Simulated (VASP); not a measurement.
# P (Cmce) in VASP: single point with PBEsol+D3(BJ)

Aim: the single point of P with PBEsol+D3(BJ).

Everything below comes from runs of VASP 6.6.1. Logs are shortened: lines on timing, memory, paths and dates and some standing lists are left out, and cuts for length are marked.

### 1 The cell of the first run

The structure is orthorhombic, space group Cmce (No. 64). Conventional cell: a = 3.550 Å, b = 10.489 Å, c = 3.701 Å, α = 90.00°, β = 90.00°, γ = 90.00°. Within 3.0 Å of P (site symmetry m) lie 5 P at 2.25 to 2.87 Å.

### 2 Single point, PBEsol+D3(BJ) (biaxial strain in the a-b plane: +6.0 %, then relaxed in part)

The input, INCAR:

```
SYSTEM = P
ALGO = Normal
EDIFF = 1E-7
ENCUT = 520
GGA = PS
ISIF = 2
ISMEAR = 0
IVDW = 12
LASPH = .True.
LCHARG = .False.
LREAL = .False.
LWAVE = .False.
NBANDS = 30
NELM = 100
PREC = Accurate
SIGMA = 0.1
```

The input, KPOINTS:

```
k-points
0
Gamma
  10 4 10
  0 0 0
```

The input, POSCAR:

```
P
1.0
    3.5500889447      0.0000000000      0.0000000000
    0.0000000000     10.4892900800      0.0000000000
    0.0000000000      0.0000000000      3.7010731072
P
8
Direct
    0.0000000000      0.8946907628      0.9450801701
    0.5000000000      0.8946907628      0.5549198299
    0.5000000000      0.6053092372      0.0549198299
    0.0000000000      0.6053092372      0.4450801701
    0.5000000000      0.3946907628      0.9450801701
    0.0000000000      0.3946907628      0.5549198299
    0.0000000000      0.1053092372      0.0549198299
    0.5000000000      0.1053092372      0.4450801701
```

Potentials or basis: VASP PAW PBE potentials, release 64 (P).

Started as:

```console
$ cat potpaw_PBE.64/P/POTCAR > POTCAR
$ mpirun -np 1 vasp_std > vasp.out
```

OUTCAR:

```text
SYSTEM = P
   EDIFF = 1E-7
   ENCUT = 520
   GGA = PS
   ISIF = 2
   ISMEAR = 0
   IVDW = 12
   LASPH = .True.
   LREAL = .False.
   NELM = 100
   PREC = Accurate
 IVDW          = 12

 ion  position               nearest neighbor table
   1  0.000  0.895  0.945-   7 2.25   2 2.29   2 2.29   2 2.87   2 2.87
   2  0.500  0.895  0.555-   8 2.25   1 2.29   1 2.29   1 2.87   1 2.87
   3  0.500  0.605  0.055-   5 2.25   4 2.29   4 2.29   4 2.87   4 2.87
   4  0.000  0.605  0.445-   6 2.25   3 2.29   3 2.29   3 2.87   3 2.87
   5  0.500  0.395  0.945-   3 2.25   6 2.29   6 2.29   6 2.87   6 2.87
   6  0.000  0.395  0.555-   4 2.25   5 2.29   5 2.29   5 2.87   5 2.87
   7  0.000  0.105  0.055-   1 2.25   8 2.29   8 2.29   8 2.87   8 2.87
   8  0.500  0.105  0.445-   2 2.25   7 2.29   7 2.29   7 2.87   7 2.87

  LATTYP: Found a simple orthorhombic cell.
 ALAT       =     3.5500889447
 B/A-ratio  =     1.0425296844
 C/A-ratio  =     2.9546555716

  Lattice vectors:

 A1 = (  -3.5500889447,   0.0000000000,   0.0000000000)
 A2 = (   0.0000000000,   0.0000000000,   3.7010731072)
 A3 = (   0.0000000000,  10.4892900800,   0.0000000000)

Analysis of symmetry for initial positions (statically):
=====================================================================
 Subroutine PRICEL returns following result:

  LATTYP: Found a base centered orthorhombic cell.
 ALAT       =     3.5500889447
 B/A-ratio  =     2.9546555716
 C/A-ratio  =     1.0425296844

  Lattice vectors:

 A1 = (  -1.7750444724,   5.2446450400,   0.0000000000)
 A2 = (  -1.7750444724,  -5.2446450400,   0.0000000000)
 A3 = (   0.0000000000,   0.0000000000,   3.7010731072)

   2 primitive cells build up your supercell.

 Routine SETGRP: Setting up the symmetry group for a
 simple orthorhombic supercell.

 Subroutine GETGRP returns: Found  8 space group operations
 (whereof  4 operations were pure point group operations)
 out of a pool of  8 trial point group operations.

The static configuration has the point symmetry C_2h.
 The point group associated with its full space group is D_2h.

Analysis of symmetry for dynamics (positions and initial velocities):
=====================================================================
 Subroutine PRICEL returns following result:

  LATTYP: Found a base centered orthorhombic cell.
 ALAT       =     3.5500889447
 B/A-ratio  =     2.9546555716
 C/A-ratio  =     1.0425296844

  Lattice vectors:

 A1 = (  -1.7750444724,   5.2446450400,   0.0000000000)
 A2 = (  -1.7750444724,  -5.2446450400,   0.0000000000)
 A3 = (   0.0000000000,   0.0000000000,   3.7010731072)

   2 primitive cells build up your supercell.

 Routine SETGRP: Setting up the symmetry group for a
 simple orthorhombic supercell.

 Subroutine GETGRP returns: Found  8 space group operations
 (whereof  4 operations were pure point group operations)
 out of a pool of  8 trial point group operations.

The dynamic configuration has the point symmetry C_2h.
 The point group associated with its full space group is D_2h.

 Subroutine INISYM returns: Found  8 space group operations
 (whereof  4 operations are pure point group operations),
 and found     2 'primitive' translations

----------------------------------------------------------------------------------------

                                     Primitive cell

  volume of cell :      68.9101

  direct lattice vectors                    reciprocal lattice vectors
    -1.775044472  5.244645040  0.000000000    -0.281683083  0.095335337  0.000000000
    -1.775044472 -5.244645040  0.000000000    -0.281683083 -0.095335337  0.000000000
     0.000000000  0.000000000  3.701073107     0.000000000  0.000000000  0.270191907

  length of vectors
     5.536884004  5.536884004  3.701073107     0.297378859  0.297378859  0.270191907

  position of ions in fractional coordinates (direct lattice)
     0.894690763  0.105309237  0.945080170
     0.394690763  0.605309237  0.554919830
     0.105309237  0.894690763  0.054919830
     0.605309237  0.394690763  0.445080170

  ion indices of the primitive-cell ions
   primitive index   ion index
                 1           1
                 2           2
                 3           7
                 4           4

----------------------------------------------------------------------------------------

 KPOINTS: k-points

Automatic generation of k-mesh.
 Grid dimensions read from file:
 generate k-points for:   10    4   10

 Generating k-lattice:

  Cartesian coordinates                     Fractional coordinates (reciprocal lattice)
     0.028168308  0.000000000  0.000000000     0.100000000  0.000000000  0.000000000
     0.000000000  0.023833834  0.000000000     0.000000000  0.250000000  0.000000000
     0.000000000  0.000000000  0.027019191     0.000000000  0.000000000  0.100000000

  Length of vectors
     0.028168308  0.023833834  0.027019191

  Shift w.r.t. Gamma in fractional coordinates (k-lattice)
     0.000000000  0.000000000  0.000000000

 Subroutine IBZKPT returns following result:
 ===========================================

 Found    108 irreducible k-points:

 Following reciprocal coordinates:
            Coordinates               Weight
  0.000000  0.000000  0.000000      1.000000
  0.100000  0.000000  0.000000      2.000000
  0.200000  0.000000  0.000000      2.000000
  0.300000  0.000000  0.000000      2.000000
  0.400000  0.000000  0.000000      2.000000
  0.500000  0.000000  0.000000      1.000000
[... 16 lines left out ...]
  0.400000  0.000000  0.100000      4.000000
  0.500000  0.000000  0.100000      2.000000
 [... further k-points ...]
   k-points           NKPTS =    108   k-points in BZ     NKDIM =    108   number of bands    NBANDS=     30
   number of dos      NEDOS =    301   number of ions     NIONS =      8
   total plane-waves  NPLWV =  62720
   dimension x,y,z NGX =    28 NGY =   80 NGZ =   28
   dimension x,y,z NGXF=    56 NGYF=  160 NGZF=   56
   ions per type =               8
   NGX,Y,Z   is equivalent  to a cutoff of  13.11, 12.68, 12.58 a.u.
   NGXF,Y,Z  is equivalent  to a cutoff of  26.22, 25.36, 25.15 a.u.
 SYSTEM =  P
   PREC   = accura    normal or accurate (medium, high low for compatibility)
   ISTART =      0    job   : 0-new  1-cont  2-samecut
   ICHARG =      2    charge: 1-file 2-atom 10-const
   ISPIN  =      1    spin polarized calculation?
   LNONCOLLINEAR =      F non collinear calculations
   LSORBIT =      F    spin-orbit coupling
   LASPH  =      T    aspherical Exc in radial PAW
   ENCUT  =  520.0 eV  38.22 Ry    6.18 a.u.   6.60 19.50  6.88*2*pi/ulx,y,z
   NELM   =    100;   NELMIN=  2; NELMDL= -5     # of ELM steps
   EDIFF  = 0.1E-06   stopping-criterion for ELM
   LREAL  =      F    real-space projection
   EDIFFG = 0.1E-05   stopping-criterion for IOM
   NSW    =      0    number of steps for IOM
   IBRION =     -1    ionic relax: 0-MD 1-quasi-New 2-CG
   NFREE  =      0    steps in history (QN), initial steepest desc. (CG)
   ISIF   =      2    stress and relaxation
   ISYM   =      2    0-nonsym 1-usesym 2-fastsym
   POTIM  = 0.5000    time-step for ionic-motion
   TEBEG  =    0.0;   TEEND  =   0.0 temperature during run
   PSTRESS=    0.0 pullay stress
   NELECT =      40.0000    total number of electrons
   NUPDOWN=      -1.0000    fix difference up-down
   EMIN   =  10.00;   EMAX   =-10.00  energy-range for DOS
   EFERMI =   0.00;   METHOD = LEGACY
   ISMEAR =     0;   SIGMA  =   0.10  broadening in eV -4-tet -1-fermi 0-gaus
   EFERMI_NEDOS =   21; number of points for ismear=-14 and -15
   IALGO  =     38    algorithm
   IMIX   =      4    mixing-type and parameters
     AMIX     =   0.40;   BMIX     =  1.00
     AMIX_MAG =   1.60;   BMIX_MAG =  1.00
  volume/ion in A,a.u.               =      17.23       116.26
  Fermi-wavevector in a.u.,A,eV,Ry     =   1.083903  2.048280 15.984752  1.174846
  Thomas-Fermi vector in A             =   2.219980
   LORBIT       =      0    0 simple, 1 ext, 2 COOP (PROOUT), +10 PAW based schemes
   GGA     = PS    functional components
   LHFCALC =     F    Hartree Fock is set to
   AEXX    =    0.0000 exact exchange contribution
   IVDW    =    12    specifies the selected vdW correction
   LEPSILON=     F    determine dielectric tensor
   LRPA    =     F    only Hartree local field effects (RPA)
 non-spin polarized calculation
 Gauss-broadening in eV      SIGMA  =   0.10
  energy-cutoff  :      520.00
  volume of cell :      137.82
 maximum number of plane-waves:      3739
 NGX is ok and might be reduce to    28
   NGX = 13   NGY = 39   NGZ = 13

 number of electron      39.9999999 magnetization

 Free energy of the ion-electron system (eV)
  ---------------------------------------------------
  ext. energy  EPLUGINS =         0.00000000
  ---------------------------------------------------
  free energy    TOTEN  =       -45.78654720 eV

  energy without entropy =      -45.78055600  energy(sigma->0) =      -45.78355160

 E-fermi :   7.3647     XC(G=0): -10.5343

 val. band max:        7.3463955718   @ k =   0.1000   0.5000   0.0000
 cond. band min:       7.3839271905   @ k =   0.0000   0.0000   0.4000
 fundamental gap:      0.0375316187
 Fermi energy:         7.3647425490

 k-point     1 :       0.0000    0.0000    0.0000
  band No.  band energies     occupation
      1      -8.4232      2.00000
      2      -8.1086      2.00000
      3      -5.7110      2.00000
      4      -4.7431      2.00000
      5      -0.7136      2.00000
      6      -0.6815      2.00000
[... 22 lines left out ...]
     29      12.8345      0.00000
     30      13.3433      0.00000

 k-point     2 :       0.1000    0.0000    0.0000
  band No.  band energies     occupation
      1      -8.3173      2.00000
      2      -8.0038      2.00000
      3      -5.6023      2.00000
      4      -4.6363      2.00000
      5      -1.1843      2.00000
      6      -1.1374      2.00000
[... 718 lines left out ...]
 k-point    24 :       0.5000    0.0000    0.1000
  band No.  band energies     occupation
      1      -5.7657      2.00000
      2      -5.7657      2.00000
      3      -5.4920      2.00000
      4      -5.4920      2.00000
      5      -2.9688      2.00000
      6      -2.9688      2.00000
[... 22 lines left out ...]
     29      11.0071      0.00000
     30      11.0071      0.00000

 [... further k-points ...]

------------------------ aborting loop because EDIFF is reached ----------------------------------------

 Edisp (eV)   -2.61073

 E8    (eV) :    -1.5466

  FORCE on cell =-STRESS in cart. coord.  units (eV):
  Direction    XX          YY          ZZ          XY          YZ          ZX
  --------------------------------------------------------------------------------------
  -------------------------------------------------------------------------------------
  Total      -7.23223    -5.05093     0.10699     0.00000    -0.00000     0.00000
  in kB     -84.07559   -58.71767     1.24381     0.00000    -0.00000     0.00000
  external pressure =      -47.18 kB  Pullay stress =        0.00 kB

 VOLUME and BASIS-vectors are now :
 -----------------------------------------------------------------------------
  energy-cutoff  :      520.00
  volume of cell :      137.82
      direct lattice vectors                 reciprocal lattice vectors
     3.550088945  0.000000000  0.000000000     0.281683083  0.000000000  0.000000000
     0.000000000 10.489290080  0.000000000     0.000000000  0.095335337  0.000000000
     0.000000000  0.000000000  3.701073107     0.000000000  0.000000000  0.270191907

 POSITION                                       TOTAL-FORCE (eV/Angst)
 -----------------------------------------------------------------------------------
      0.00000      9.38467      3.49781         0.000000      0.023493     -0.019728
      1.77504      9.38467      2.05380        -0.000000      0.023493      0.019728
      1.77504      6.34926      0.20326        -0.000000     -0.023493      0.019728
      0.00000      6.34926      1.64727         0.000000     -0.023493     -0.019728
      1.77504      4.14003      3.49781        -0.000000      0.023493     -0.019728
      0.00000      4.14003      2.05380        -0.000000      0.023493      0.019728
      0.00000      1.10462      0.20326        -0.000000     -0.023493      0.019728
      1.77504      1.10462      1.64727        -0.000000     -0.023493     -0.019728
 -----------------------------------------------------------------------------------
    total drift:                               -0.000000      0.000000      0.000000

  FREE ENERGIE OF THE ION-ELECTRON SYSTEM (eV)
  ---------------------------------------------------
  free  energy   TOTEN  =       -48.3972809582 eV

  energy  without entropy=      -48.3912897520  energy(sigma->0) =      -48.39428536
```

It took 4.6 min on 1 thread of AMD EPYC 7R13 (Zen 3), shared host; peak memory 0.4 GiB.

What came out:

* Free energy: -48.3973 eV
* Pressure: -4.7 GPa
* Largest force: 0.031 eV/Å
* Band gap on the k mesh: zero (bands 20 and 21 overlap by 0.80 eV)
* Dispersion energy per atom: -0.326 eV

Forces on the atoms (eV/Å):
```
P    0.000  0.023 -0.020
P    0.000  0.023  0.020
P    0.000 -0.023  0.020
P    0.000 -0.023 -0.020
P    0.000  0.023 -0.020
P    0.000  0.023  0.020
P    0.000 -0.023  0.020
P    0.000 -0.023 -0.020
```

Caveat: the cell differs from its parent crystal (biaxial strain in the a-b plane: +6.0 %, then relaxed in part); the cell stands under tension; the PAW data sets were made with another functional, which shifts forces and pressure a little.
